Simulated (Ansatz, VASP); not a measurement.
## In in VASP and in Ansatz

```xyz
4
Lattice="3.3355 0.0000 0.0000 -1.6677 2.8886 0.0000 0.0000 0.0000 23.2637" Properties=species:S:1:pos:R:3 pbc="T T T"
In    1.6677    0.9629    7.5000
In    0.0000    1.9257   10.2546
In    1.6677    0.9629   13.0091
In    0.0000    1.9257   15.7637
```

Alike in both runs: task single point; functional LDA; k mesh 9 × 9 × 1; occupations fermi-dirac, width 0.05 eV; no spin polarisation.

|  | VASP | Ansatz |
| --- | --- | --- |
| version | VASP 6.6.1 | Ansatz 0.2.0 |
| potentials or method | VASP PAW LDA potentials, release 64 (In_d), cutoff 520 eV | all-electron LAPW, scalar-relativistic |

VASP gave:

| Property | Result |
| --- | --- |
| gap on the k mesh at the Fermi level (eV) | none |
| rms of the force components (eV/Å) | 0.074 |

**Question.** What did Ansatz give for the same quantities?

**Answer.** gap on the k mesh at the Fermi level (eV): none; rms of the force components (eV/Å): 0.076.

LDA's correlation is that of Perdew and Zunger in VASP and of Perdew and Wang (1992) in Ansatz. Atom by atom the forces differ by 0.002 eV/Å (rms over components). A gap of «none» marks a metal or a gap that the smearing closes. Ansatz ran all-electron here, and VASP with PAW potentials.
